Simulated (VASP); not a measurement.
# V: single point with PBE

The system is V.

```
CELL_PARAMETERS angstrom
2.49702 0.00000 0.00000
0.00000 2.49702 0.00000
0.00000 0.00000 2.49702
ATOMIC_POSITIONS crystal
V 0.00000 0.00000 0.00000
```

This isn't the form of V at room conditions, which is bcc.

```
Program             : VASP 6.6.1
Task                : single point
Functional          : PBE
Potentials or basis : VASP PAW PBE potentials, release 64 (V_sv)
Cutoff              : 520 eV
k mesh              : 22 × 22 × 22
Occupations         : fermi-dirac, width 0.0612256 eV
Spin                : no spin polarisation
```

The pressure is -7.1 GPa and the band gap on the k mesh is zero (an odd number of electrons rules out a gap without spin polarisation).

Levels at points of the mesh, in eV from the Fermi level:
```tsv
k point	band 3	band 4	band 5	band 6	band 7	band 8	band 9	band 10	band 11	band 12
(0.00, 0.00, 0.00)	-37.26	-37.26	-6.20	-1.97	-1.97	3.26	3.26	3.26	17.55	17.55
(0.50, 0.00, 0.00)	-37.18	-37.18	-2.22	-1.27	-0.24	1.44	1.44	3.42	7.19	18.85
(0.50, 0.50, 0.00)	-38.01	-37.10	-3.26	-0.69	1.84	1.84	4.39	5.76	5.76	12.09
(0.50, 0.50, 0.50)	-37.89	-37.89	-1.75	-1.75	-1.75	4.49	4.49	10.27	12.60	12.60
```

Run time: 67 s on 1 thread of Intel Xeon 8259CL (shared host), peak memory 0.18 GiB.

Caveat: the cell stands under tension.
